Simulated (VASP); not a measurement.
Here is a VASP 6.6.1 calculation.

INCAR

```
SYSTEM = GaN
  PREC = Accurate
  ENCUT = 600
  EDIFF = 1E-6
  ISMEAR = 0
  SIGMA = 0.1
  LREAL = .FALSE.
  LASPH = .TRUE.
  NELM = 120
  ALGO = Normal
  ISIF = 2
  LWAVE = .FALSE.
  LCHARG = .FALSE.
  NBANDS = 26
  GGA_COMPAT = .FALSE.
```

The input KPOINTS:

```
Automatic mesh
0
G
  6 4 6
  0 0 0
```

POSCAR

```
GaN
1.0
    3.0611126101      0.0000000000      0.0000000000
    0.0000000000      4.3290669213      0.0000000000
    0.0000000000      0.0000000000      3.2235260837
Ga N
2 2
Direct
    0.0000000000      0.0000000000      0.0000000000
    0.5000000000      0.5000000000      0.5000031000
    0.5000000000      0.2500000000      0.0000000000
    0.0000000000      0.7500000000      0.5000031000
```

Potentials or basis: VASP PAW LDA potentials, release 64 (Ga_d, N).

Launch:

```sh
$ cat potpaw_LDA.64/Ga_d/POTCAR potpaw_LDA.64/N/POTCAR > POTCAR
$ mpirun -np 1 vasp_std > vasp.out
```

Problem. Estimate the band gap on the k mesh.

Solution. 2.07 eV.

Problem. Estimate the pressure.

Solution. 9.3 GPa.

Problem. What does it give for the largest force?

Solution. 0.592 eV/Å.

Stress tensor (GPa, compression positive):
```
20.33  0.00  0.00
 0.00 11.08  0.00
 0.00  0.00 -3.51
```
